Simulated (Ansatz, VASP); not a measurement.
**AgCl in VASP and in Ansatz**

The input INCAR:

```
PREC = Accurate
ENCUT = 520
EDIFF = 1E-7
ISMEAR = -1
SIGMA = 0.02
LREAL = F
LASPH = T
NELM = 80
ALGO = Normal
ISIF = 2
LWAVE = F
LCHARG = F
GGA = PE
NBANDS = 16
```

Contents of KPOINTS:

```
regular mesh
0
Gamma
  8 8 8
```

POSCAR

```
AgCl
1.0
    3.3984424694      0.0147389856      0.0147389856
    0.0147389856      3.3984424694      0.0147389856
    0.0147389856      0.0147389856      3.3984424694
Ag Cl
1 1
Direct
    0.0000000000      0.0000000000      0.0000000000
    0.5000000000      0.5000000000      0.5000000000
```

Input for Ansatz:

```yaml
crystal:
  lattice:
    - [3.3984424694, 0.0147389856, 0.0147389856]
    - [0.0147389856, 3.3984424694, 0.0147389856]
    - [0.0147389856, 0.0147389856, 3.3984424694]
  atoms:
    - { symbol: Ag, position: [0.0, 0.0, 0.0] }
    - { symbol: Cl, position: [0.5, 0.5, 0.5] }
kpoints:
  mp_grid: { grid: [8, 8, 8] }
  band_path:
    path: [[0.0, 0.0, 0.0], [0.0, 0.5, 0.0], [0.5, 0.5, 0.0], [0.5, 0.5, 0.5]]
    npoints: 1
hamiltonian:
  xc: pbe
scf:
  occupations: { method: fermi_dirac, width: 0.02 }
  n_extra_bands: 4
output:
  forces: true
  stress: true
  eigenvalues: true
```

Change from the starting cell: epitaxial_111 strain -0.3%.

Alike in both runs: task single point; functional PBE; k mesh 8 × 8 × 8; occupations fermi-dirac, width 0.02 eV; no spin polarisation.

```csv
,VASP,Ansatz
version,VASP 6.6.1,Ansatz 0.2.0
potentials or method,"VASP PAW PBE potentials, release 64 (Ag, Cl)","plane waves, PAW"
plane-wave cutoff (eV),520,420
valence electrons in the cell,18,26
```

Ansatz gave:

```
pressure (GPa)                                                : 1.5
traceless stress, the component that is largest in VASP (GPa) : 0.10
```

Q: What did VASP give for the same quantities?

A: Pressure (GPa): 1.3; traceless stress, the component that is largest in VASP (GPa): 0.10.

With one functional, cell and mesh, what is left measures potentials, basis and numerics. VASP's potentials hold 18 valence electrons a cell and Ansatz's 26, so a difference there can come from the potentials and not from the codes.
